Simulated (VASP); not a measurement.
# Al (Im-3m) in VASP: notebook, part 2 of 2

VASP 6.6.1. Earlier steps stand in the parts before.

## Step 5: Single point, PBE

Contents of INCAR:

```
SYSTEM = Al
PREC     = Accurate       ! precision mode
ENCUT    = 500            ! plane-wave cutoff, eV
EDIFF    = 1E-6           ! SCF threshold, eV
ISMEAR   = 0              ! smearing method
SIGMA    = 0.019          ! smearing width, eV
LREAL    = .FALSE.        ! projectors in reciprocal space
LASPH    = .TRUE.         ! aspherical terms in the spheres
NELM     = 120            ! most SCF steps
ALGO     = Normal         ! electronic algorithm
ISIF     = 2              ! what is computed and relaxed
LWAVE    = .FALSE.        ! write WAVECAR
LCHARG   = .FALSE.        ! write CHGCAR
GGA      = PE             ! functional
NBANDS   = 8              ! bands
GGA_COMPAT= .FALSE.
```

Contents of KPOINTS:

```
Automatic mesh
0
G
  3 3 3
  0 0 0
```

Contents of POSCAR:

```
Al
1.0
   -1.5912186900      1.5912186900      1.5912186900
    1.5912186900     -1.5912186900      1.5912186900
    1.5912186900      1.5912186900     -1.5912186900
Al
1
Direct
    0.0000000000      0.0000000000      0.0000000000
```

Potentials or basis: VASP PAW PBE potentials, release 64 (Al).

Command:

```bash
> cat potpaw_PBE.64/Al/POTCAR > POTCAR
> mpirun -np 1 vasp_std > vasp.out
```

OUTCAR:

```text
SYSTEM = Al
   PREC = Accurate
   ENCUT = 500
   EDIFF = 1E-6
   ISMEAR = 0
   LREAL = .FALSE.
   LASPH = .TRUE.
   NELM = 120
   ISIF = 2
   GGA = PE

 ion  position               nearest neighbor table
   1  0.000  0.000  0.000-

  LATTYP: Found a body centered cubic cell.
 ALAT       =     3.1824373800

  Lattice vectors:

 A1 = (  -1.5912186900,   1.5912186900,   1.5912186900)
 A2 = (   1.5912186900,  -1.5912186900,   1.5912186900)
 A3 = (   1.5912186900,   1.5912186900,  -1.5912186900)

Analysis of symmetry for initial positions (statically):
=====================================================================
 Subroutine PRICEL returns:
 Original cell was already a primitive cell.

 Routine SETGRP: Setting up the symmetry group for a
 body centered cubic supercell.

 Subroutine GETGRP returns: Found 48 space group operations
 (whereof 48 operations were pure point group operations)
 out of a pool of 48 trial point group operations.

The static configuration has the point symmetry O_h .

Analysis of symmetry for dynamics (positions and initial velocities):
=====================================================================
 Subroutine PRICEL returns:
 Original cell was already a primitive cell.

 Routine SETGRP: Setting up the symmetry group for a
 body centered cubic supercell.

 Subroutine GETGRP returns: Found 48 space group operations
 (whereof 48 operations were pure point group operations)
 out of a pool of 48 trial point group operations.

The dynamic configuration has the point symmetry O_h .

 Subroutine INISYM returns: Found 48 space group operations
 (whereof 48 operations are pure point group operations),
 and found     1 'primitive' translations

----------------------------------------------------------------------------------------

[... 88 lines left out ...]
     AMIX     =   0.40;   BMIX     =  1.00
     AMIX_MAG =   1.60;   BMIX_MAG =  1.00
  volume/ion in A,a.u.               =      16.12       108.75
  Fermi-wavevector in a.u.,A,eV,Ry     =   0.934757  1.766435 11.888371  0.873771
  Thomas-Fermi vector in A             =   2.061595
   LORBIT       =      0    0 simple, 1 ext, 2 COOP (PROOUT), +10 PAW based schemes
   GGA     = PE    functional components
   LHFCALC =     F    Hartree Fock is set to
   AEXX    =    0.0000 exact exchange contribution
   IVDW    =     0    specifies the selected vdW correction
   LEPSILON=     F    determine dielectric tensor
   LRPA    =     F    only Hartree local field effects (RPA)
 non-spin polarized calculation
 Gauss-broadening in eV      SIGMA  =   0.02
  energy-cutoff  :      500.00
  volume of cell :       16.12
 maximum number of plane-waves:       414
   NGX =  9   NGY =  9   NGZ =  9

 number of electron       3.0000000 magnetization

 Free energy of the ion-electron system (eV)
  ---------------------------------------------------
  ext. energy  EPLUGINS =         0.00000000
  ---------------------------------------------------
  free energy    TOTEN  =        -3.48580784 eV

  energy without entropy =       -3.48298928  energy(sigma->0) =       -3.48439856

 E-fermi :   7.1093     XC(G=0): -10.2881

 val. band max:        7.1027477064   @ k =   0.3333   0.3333   0.0000
 cond. band min:       9.4585489988   @ k =   0.3333   0.0000   0.0000
 fundamental gap:      2.3558012923
 Fermi energy:         7.1093144316

 k-point     1 :       0.0000    0.0000    0.0000
  band No.  band energies     occupation
      1      -3.0455      2.00000
      2      21.6636      0.00000
      3      21.6636      0.00000
      4      21.6636      0.00000
      5      23.3009      0.00000
      6      23.3009      0.00000
      7      23.3009      0.00000
      8      24.7546      0.00000
[... 23 lines left out ...]
 k-point     4 :      -0.3333    0.3333    0.3333
  band No.  band energies     occupation
      1       3.3066      2.00000
      2      11.5765      0.00000
      3      11.5765      0.00000
      4      12.8296      0.00000
      5      14.6479      0.00000
      6      21.5210      0.00000
      7      27.9370      0.00000
      8      29.6920      0.00000

------------------------ aborting loop because EDIFF is reached ----------------------------------------

  FORCE on cell =-STRESS in cart. coord.  units (eV):
  Direction    XX          YY          ZZ          XY          YZ          ZX
  --------------------------------------------------------------------------------------
  -------------------------------------------------------------------------------------
  Total        0.3853799      0.3853799      0.3853799      0.0000000      0.0000000      0.0000000
  in kB       38.3133383     38.3133383     38.3133383      0.0000000      0.0000000      0.0000000
  external PRESSURE =      38.3133383 kB  Pullay stress =       0.0000000 kB

 VOLUME and BASIS-vectors are now :
 -----------------------------------------------------------------------------
  energy-cutoff  :      500.00
  volume of cell :       16.12
      direct lattice vectors                 reciprocal lattice vectors
    -1.591218690  1.591218690  1.591218690     0.000000000  0.314224565  0.314224565
     1.591218690 -1.591218690  1.591218690     0.314224565  0.000000000  0.314224565
     1.591218690  1.591218690 -1.591218690     0.314224565  0.314224565  0.000000000

 POSITION                                       TOTAL-FORCE (eV/Angst)
 -----------------------------------------------------------------------------------
      0.00000      0.00000      0.00000         0.000000      0.000000     -0.000000
 -----------------------------------------------------------------------------------
    total drift:                                0.000000      0.000000      0.000000

  FREE ENERGIE OF THE ION-ELECTRON SYSTEM (eV)
  ---------------------------------------------------
  free  energy   TOTEN  =        -3.4858078420 eV

  energy  without entropy=       -3.4829892780  energy(sigma->0) =       -3.48439856
```

OSZICAR:

```text
N       E                     dE             d eps       ncg     rms          rms(c)
DAV:   1    -0.175110816304E+01   -0.17511E+01   -0.68530E+02    64   0.174E+02
DAV:   2    -0.350004555509E+01   -0.17489E+01   -0.17489E+01    88   0.189E+01
DAV:   3    -0.351211702810E+01   -0.12071E-01   -0.12071E-01    96   0.169E+00
DAV:   4    -0.351212229798E+01   -0.52699E-05   -0.52696E-05    72   0.340E-02
DAV:   5    -0.351212232124E+01   -0.23262E-07   -0.22640E-07    96   0.248E-03    0.129E+00
DAV:   6    -0.349671365105E+01    0.15409E-01   -0.17666E-03    64   0.199E-01    0.748E-01
DAV:   7    -0.348581362014E+01    0.10900E-01   -0.54702E-03    72   0.326E-01    0.142E-01
DAV:   8    -0.348580932089E+01    0.42992E-05   -0.13205E-05    64   0.238E-02    0.829E-03
DAV:   9    -0.348580815421E+01    0.11667E-05   -0.66487E-07    88   0.380E-03    0.883E-04
DAV:  10    -0.348580784196E+01    0.31225E-06   -0.44493E-09    40   0.421E-04
   1 F= -.34858078E+01 E0= -.34843986E+01  d E =-.281856E-02
```

stdout:

```text
POSCAR found type information on POSCAR Al
 POSCAR found :  1 types and       1 ions
 scaLAPACK will be used
 LDA part: xc-table for (Slater+PW92), standard interpolation
 POSCAR, INCAR and KPOINTS ok, starting setup
 FFT: planning ... GRIDC
 FFT: planning ... GRID_SOFT
 FFT: planning ... GRID
 WAVECAR not read
 entering main loop
```

It took 2.5 s on 1 thread of Intel Xeon 8259CL, shared host; peak memory 0.11 GiB.

Results:

* Free energy: -3.4858 eV
* Pressure: 3.8 GPa

Caveat: the k points lie up to 0.93 Å⁻¹ apart.

## Step 6: Single point, PBE

Contents of INCAR:

```
SYSTEM = Al
  PREC = Accurate
  ENCUT = 500
  EDIFF = 1E-6
  ISMEAR = 0
  SIGMA = 0.1
  LREAL = .FALSE.
  LASPH = .TRUE.
  NELM = 120
  ALGO = Normal
  ISIF = 2
  LWAVE = .FALSE.
  LCHARG = .FALSE.
  GGA = PE
  NELECT = 3.5
  NBANDS = 8
  GGA_COMPAT = .FALSE.
```

Contents of KPOINTS:

```
Automatic mesh
0
G
  4 4 4
  0 0 0
```

POSCAR is that of step 5.

Potentials or basis: VASP PAW PBE potentials, release 64 (Al).

Command:

```bash
> cat potpaw_PBE.64/Al/POTCAR > POTCAR
> mpirun -np 1 vasp_std > vasp.out
```

It took 3.7 s on 1 thread of Intel Xeon 8259CL, shared host; peak memory 0.11 GiB.

The run converged. Its results:

| Item | Value |
| --- | --- |
| Free energy | 0.9930 eV |

Levels at points of the mesh, in eV from the Fermi level:
```
           k point  band 1  band 2  band 3  band 4  band 5  band 6
(0.00, 0.00, 0.00)  -12.59   12.11   12.11   12.11   13.79   13.79
(0.50, 0.00, 0.00)   -5.70   -5.18    7.02    7.07    8.86   10.33
(0.50, 0.50, 0.50)    0.62    0.62    0.62    1.64    1.64    4.60
```

Caveat: the k points lie up to 0.70 Å⁻¹ apart; the cell carries a net charge on a neutralising background, which shifts energy and pressure; the cell is charged against a uniform background, so pressure and absolute levels hang on convention.

## Step 7: Overview

| level | cell | k mesh | smearing | gap on the mesh (eV) | pressure (GPa) |
| --- | --- | --- | --- | --- | --- |
| PBE | a = 2.756 Å, angles 109.5°, 1 atom | 4 × 4 × 4 | gaussian 0.1 eV | none | 4.2 |
| PBE | a = 2.828 Å, angles 109.5°, 1 atom | 4 × 4 × 4 | gaussian 0.1 eV | none | -2.2 |
| RPBE | a = 2.756 Å, angles 109.5°, 1 atom | 4 × 4 × 4, shifted | fermi-dirac 0.0065 eV | none | 7.7 |
| PBE | a = 2.756 Å, angles 109.5°, 1 atom | 3 × 3 × 3 | gaussian 0.019 eV | none | 3.8 |

Alike in all rows: task single point; potentials or basis VASP PAW PBE potentials, release 64 (Al); no spin polarisation; cutoff (eV) 500.

Caveats: all runs use coarse meshes; the PAW data sets were made with another functional, which shifts forces and pressure a little (some runs).

Total energies depend on the potentials used, so only differences within one code and one set of settings carry meaning.
